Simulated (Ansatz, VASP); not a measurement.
## SiC: VASP beside Ansatz

```
CELL_PARAMETERS angstrom
2.84051 0.00000 0.00000
-1.42026 2.45995 0.00000
0.00000 0.00000 5.05014
ATOMIC_POSITIONS crystal
Si 0.33333 0.66667 0.00456
Si 0.66667 0.33333 0.50456
C 0.33333 0.66667 0.38044
C 0.66667 0.33333 0.88044
```

Alike in both runs: task relaxation of the atoms; functional PBE; k mesh 12 × 12 × 6; occupations gaussian, width 0.05 eV; no spin polarisation.

|  | VASP | Ansatz |
| --- | --- | --- |
| version | VASP 6.6.1 | Ansatz 0.2.0 |
| potentials or method | VASP PAW PBE potentials, release 64 (Si, C), cutoff 520 eV | scalar-relativistic, plane waves, PAW |
| valence electrons in the cell | 16 | 16 |

|  | VASP | Ansatz | Ansatz less VASP |
| --- | --- | --- | --- |
| gap on the k mesh at the Fermi level, each at its own relaxed structure (eV) | 1.04 | 1.05 | +0.008 |

Ansatz's warnings: stress scf threshold loose.
